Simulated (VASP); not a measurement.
# Al3N in VASP: further runs

Al3N is run at these levels: PBE; tasks: single point.

Everything below comes from runs of VASP 6.6.1. Logs are shortened: lines on timing, memory, paths and dates and some standing lists are left out, and cuts for length are marked.

### 1 The cell of the first run

The cell holds a slab with vacuum, 4 atoms: a = 2.857 Å, b = 2.857 Å, c = 21.175 Å, α = 90.00°, β = 90.00°, γ = 90.00°.

### 2 Single point, PBE, collinear spin, ferromagnetic start

INCAR reads:

```
SYSTEM = Al3N
ALGO = Normal
DIPOL = 0.5 0.5 0.355
EDIFF = 1E-6
ENCUT = 520
GGA = PE
IDIPOL = 3
ISIF = 2
ISMEAR = 0
ISPIN = 2
LASPH = .True.
LCHARG = .False.
LDIPOL = .True.
LORBIT = 11
LREAL = .False.
LWAVE = .False.
MAGMOM = 0 0 0 3
NBANDS = 19
NELM = 150
PREC = Accurate
SIGMA = 0.1
```

KPOINTS reads:

```
k-points
0
Gamma
  9 9 1
  0 0 0
```

POSCAR reads:

```
Al3N
1.0
    2.8567582918      0.0000000000      0.0000000000
    0.0000000000      2.8567582918      0.0000000000
    0.0000000000      0.0000000000     21.1746954317
Al N
3 1
Direct
    0.5000000000      0.5000000000      0.1889047242
    0.0000000000      0.0000000000      0.2873641967
    0.5000000000      0.5000000000      0.3860596464
    0.5000000000      0.5000000000      0.5593797309
```

Potentials or basis: VASP PAW PBE potentials, release 64 (Al, N).

On the command line:

```
> cat potpaw_PBE.64/Al/POTCAR potpaw_PBE.64/N/POTCAR > POTCAR
> mpirun -np 1 vasp_std > vasp.out
```

OUTCAR:

```text
SYSTEM = Al3N
   EDIFF = 1E-6
   ENCUT = 520
   GGA = PE
   ISIF = 2
   ISMEAR = 0
   ISPIN = 2
   LASPH = .True.
   LORBIT = 11
   LREAL = .False.
   NELM = 150
   PREC = Accurate

 ion  position               nearest neighbor table
   1  0.500  0.500  0.189-   2 2.90   2 2.90   2 2.90   2 2.90
   2  0.000  0.000  0.287-   1 2.90   1 2.90   1 2.90   1 2.90   3 2.91   3 2.91   3 2.91   3 2.91

   3  0.500  0.500  0.386-   2 2.91   2 2.91   2 2.91   2 2.91
   4  0.500  0.500  0.559-

  LATTYP: Found a simple tetragonal cell.
 ALAT       =     2.8567582918
 C/A-ratio  =     7.4121410595

  Lattice vectors:

 A1 = (   2.8567582918,   0.0000000000,   0.0000000000)
 A2 = (   0.0000000000,   2.8567582918,   0.0000000000)
 A3 = (   0.0000000000,   0.0000000000,  21.1746954317)

Analysis of symmetry for initial positions (statically):
=====================================================================
 Subroutine PRICEL returns:
 Original cell was already a primitive cell.

 Routine SETGRP: Setting up the symmetry group for a
 simple tetragonal supercell.

 Subroutine GETGRP returns: Found  8 space group operations
 (whereof  8 operations were pure point group operations)
 out of a pool of 16 trial point group operations.

The static configuration has the point symmetry C_4v.

Analysis of symmetry for dynamics (positions and initial velocities):
=====================================================================
 Subroutine PRICEL returns:
 Original cell was already a primitive cell.

 Routine SETGRP: Setting up the symmetry group for a
 simple tetragonal supercell.

 Subroutine GETGRP returns: Found  8 space group operations
 (whereof  8 operations were pure point group operations)
 out of a pool of 16 trial point group operations.

The dynamic configuration has the point symmetry C_4v.

Analysis of structural, dynamic, and magnetic symmetry:
=====================================================================
 Subroutine PRICEL returns:
 Original cell was already a primitive cell.

 Routine SETGRP: Setting up the symmetry group for a
 simple tetragonal supercell.

 Subroutine GETGRP returns: Found  8 space group operations
 (whereof  8 operations were pure point group operations)
 out of a pool of 16 trial point group operations.

The overall configuration has the point symmetry C_4v.

 Subroutine INISYM returns: Found  8 space group operations
 (whereof  8 operations are pure point group operations),
 and found     1 'primitive' translations

----------------------------------------------------------------------------------------

                                     Primitive cell

  volume of cell :     172.8081

  direct lattice vectors                    reciprocal lattice vectors
     2.856758292  0.000000000  0.000000000     0.350047116  0.000000000  0.000000000
     0.000000000  2.856758292  0.000000000     0.000000000  0.350047116  0.000000000
     0.000000000  0.000000000 21.174695432     0.000000000  0.000000000  0.047226181

  length of vectors
     2.856758292  2.856758292 21.174695432     0.350047116  0.350047116  0.047226181

  position of ions in fractional coordinates (direct lattice)
     0.500000000  0.500000000  0.188904724
     0.000000000  0.000000000  0.287364197
     0.500000000  0.500000000  0.386059646
     0.500000000  0.500000000  0.559379731

  ion indices of the primitive-cell ions
   primitive index   ion index
                 1           1
                 2           2
                 3           3
                 4           4

----------------------------------------------------------------------------------------

[... 30 lines left out ...]
  0.444444  0.000000  0.000000      4.000000
  0.111111  0.111111  0.000000      4.000000
  0.222222  0.111111  0.000000      8.000000
  0.333333  0.111111  0.000000      8.000000
  0.444444  0.111111  0.000000      8.000000
  0.222222  0.222222  0.000000      4.000000
  0.333333  0.222222  0.000000      8.000000
  0.444444  0.222222  0.000000      8.000000
  0.333333  0.333333  0.000000      4.000000
  0.444444  0.333333  0.000000      8.000000
  0.444444  0.444444  0.000000      4.000000
   k-points           NKPTS =     15   k-points in BZ     NKDIM =     15   number of bands    NBANDS=     19
   number of dos      NEDOS =    301   number of ions     NIONS =      4
   total plane-waves  NPLWV =  92160
   dimension x,y,z NGX =    24 NGY =   24 NGZ =  160
   dimension x,y,z NGXF=    48 NGYF=   48 NGZF=  320
   ions per type =               3   1
   NGX,Y,Z   is equivalent  to a cutoff of  13.97, 13.97, 12.56 a.u.
   NGXF,Y,Z  is equivalent  to a cutoff of  27.93, 27.93, 25.12 a.u.
 SYSTEM =  Al3N
   PREC   = accura    normal or accurate (medium, high low for compatibility)
   ISTART =      0    job   : 0-new  1-cont  2-samecut
   ICHARG =      2    charge: 1-file 2-atom 10-const
   ISPIN  =      2    spin polarized calculation?
   LNONCOLLINEAR =      F non collinear calculations
   LSORBIT =      F    spin-orbit coupling
   LASPH  =      T    aspherical Exc in radial PAW
   ENCUT  =  520.0 eV  38.22 Ry    6.18 a.u.   5.31  5.31 39.37*2*pi/ulx,y,z
   NELM   =    150;   NELMIN=  2; NELMDL= -5     # of ELM steps
   EDIFF  = 0.1E-05   stopping-criterion for ELM
   LREAL  =      F    real-space projection
   EDIFFG = 0.1E-04   stopping-criterion for IOM
   NSW    =      0    number of steps for IOM
   IBRION =     -1    ionic relax: 0-MD 1-quasi-New 2-CG
   NFREE  =      0    steps in history (QN), initial steepest desc. (CG)
   ISIF   =      2    stress and relaxation
   ISYM   =      2    0-nonsym 1-usesym 2-fastsym
   POTIM  = 0.5000    time-step for ionic-motion
   TEBEG  =    0.0;   TEEND  =   0.0 temperature during run
   PSTRESS=    0.0 pullay stress
   NELECT =      14.0000    total number of electrons
   NUPDOWN=      -1.0000    fix difference up-down
   EMIN   =  10.00;   EMAX   =-10.00  energy-range for DOS
   EFERMI =   0.00;   METHOD = LEGACY
   ISMEAR =     0;   SIGMA  =   0.10  broadening in eV -4-tet -1-fermi 0-gaus
   EFERMI_NEDOS =   21; number of points for ismear=-14 and -15
   IALGO  =     38    algorithm
   IMIX   =      4    mixing-type and parameters
     AMIX     =   0.40;   BMIX     =  1.00
     AMIX_MAG =   1.60;   BMIX_MAG =  1.00
  volume/ion in A,a.u.               =      43.20       291.54
  Fermi-wavevector in a.u.,A,eV,Ry     =   0.708374  1.338633  6.827324  0.501794
  Thomas-Fermi vector in A             =   1.794673
   LORBIT       =     11    0 simple, 1 ext, 2 COOP (PROOUT), +10 PAW based schemes
   GGA     = PE    functional components
   LHFCALC =     F    Hartree Fock is set to
   AEXX    =    0.0000 exact exchange contribution
   IVDW    =     0    specifies the selected vdW correction
   LEPSILON=     F    determine dielectric tensor
   LRPA    =     F    only Hartree local field effects (RPA)
 spin polarized calculation
 Gauss-broadening in eV      SIGMA  =   0.10
  energy-cutoff  :      520.00
  volume of cell :      172.81
 maximum number of plane-waves:      4683
 NGX is ok and might be reduce to    24
   NGX = 11   NGY = 11   NGZ = 79

 dipolmoment           0.000000      0.000000     -0.010771 electrons x Angstroem

 number of electron      13.9999999 magnetization       2.9139835

 dipolmoment           0.000000      0.000000      0.074882 electrons x Angstroem

 Free energy of the ion-electron system (eV)
  ---------------------------------------------------
  ext. energy  EPLUGINS =         0.00000000
  ---------------------------------------------------
  free energy    TOTEN  =       -13.29362096 eV

  energy without entropy =      -13.28583307  energy(sigma->0) =      -13.28972702

 E-fermi :  -0.7142     XC(G=0):  -4.7538

 val. band max:       -0.7402705890   @ k =   0.4444   0.0000   0.0000
 cond. band min:      -0.6371371123   @ k =   0.3333   0.0000   0.0000
 fundamental gap:      0.1031334768
 Fermi energy:        -0.7142332546

 spin component 1

 k-point     1 :       0.0000    0.0000    0.0000
  band No.  band energies     occupation
      1     -15.2681      1.00000
      2     -11.1344      1.00000
      3      -8.9559      1.00000
      4      -5.7491      1.00000
      5      -3.7756      1.00000
      6      -2.5147      1.00000
[... 306 lines left out ...]
      5      -2.8702      1.00000
      6      -2.6971      1.00000
[... 11 lines left out ...]
     18       5.9027      0.00000
     19       6.1473      0.00000
 Fermi energy:        -0.7142332546

 spin component 2

 k-point     1 :       0.0000    0.0000    0.0000
  band No.  band energies     occupation
      1     -11.1394      1.00000
      2     -11.0023      1.00000
      3      -8.9530      1.00000
      4      -5.7377      1.00000
      5      -2.7425      1.00000
      6      -0.0833      0.00000
[... 307 lines left out ...]
      6      -0.8453      0.96807
[... 11 lines left out ...]
     18       5.8885      0.00000
     19       6.1362      0.00000

------------------------ aborting loop because EDIFF is reached ----------------------------------------

 vacuum level on the upper side and lower side of the slab       (xc-potential included)         0.829        -0.797

  FORCE on cell =-STRESS in cart. coord.  units (eV):
  Direction    XX          YY          ZZ          XY          YZ          ZX
  --------------------------------------------------------------------------------------
  -------------------------------------------------------------------------------------
  Total       -1.4674703     -1.4674703      0.1060138      0.0000000      0.0000000     -0.0000000
  in kB      -13.6055384    -13.6055384      0.9828993      0.0000000      0.0000000     -0.0000000
  external PRESSURE =      -8.7427258 kB  Pullay stress =       0.0000000 kB

 VOLUME and BASIS-vectors are now :
 -----------------------------------------------------------------------------
  energy-cutoff  :      520.00
  volume of cell :      172.81
      direct lattice vectors                 reciprocal lattice vectors
     2.856758292  0.000000000  0.000000000     0.350047116  0.000000000  0.000000000
     0.000000000  2.856758292  0.000000000     0.000000000  0.350047116  0.000000000
     0.000000000  0.000000000 21.174695432     0.000000000  0.000000000  0.047226181

 POSITION                                       TOTAL-FORCE (eV/Angst)
 -----------------------------------------------------------------------------------
      1.42838      1.42838      4.00000         0.000000     -0.000000     -0.129485
      0.00000      0.00000      6.08485         0.000000      0.000000      0.008999
      1.42838      1.42838      8.17470         0.000000     -0.000000      0.229471
      1.42838      1.42838     11.84470         0.000000      0.000000     -0.108985
 -----------------------------------------------------------------------------------
    total drift:                                0.000000      0.000000     -0.000227

  FREE ENERGIE OF THE ION-ELECTRON SYSTEM (eV)
  ---------------------------------------------------
  free  energy   TOTEN  =       -13.2936209590 eV

  energy  without entropy=      -13.2858330724  energy(sigma->0) =      -13.28972702

 vacuum level on the upper side and lower side of the slab         5.278         3.620

 total charge

# of ion       s       p       d       tot
------------------------------------------
    1        0.473   0.287   0.000   0.761
    2        0.426   0.330   0.000   0.756
    3        0.474   0.282   0.000   0.756
    4        1.360   1.932   0.000   3.292
--------------------------------------------------
tot          2.734   2.832   0.000   5.566

 magnetization (x)

# of ion       s       p       d       tot
------------------------------------------
    1        0.001   0.000   0.000   0.001
    2        0.001   0.000   0.000   0.001
    3        0.002  -0.002   0.000  -0.000
    4        0.047   1.877   0.000   1.924
--------------------------------------------------
tot          0.051   1.875   0.000   1.926
```

Run time: 1.7 min. Hardware: 1 thread of AMD EPYC 9R45 (Zen 5), shared host; peak memory 0.35 GiB.

What came out:

| Quantity | Value |
| --- | --- |
| Free energy | -13.2936 eV |
| Largest force | 0.229 eV/Å |
| Net moment | 2.91 μB per cell |
| Site moments | Al +0.00, -0.00; N +1.92 μB |
| Valence electrons inside the program's atomic spheres | Al 0.76; N 3.29 |

Forces in eV/Å, atoms in the order of the input:
```
Al   0.000  0.000 -0.129
Al   0.000  0.000  0.009
Al   0.000  0.000  0.229
N    0.000  0.000 -0.109
```

(Part 1 of 2 ends here.)
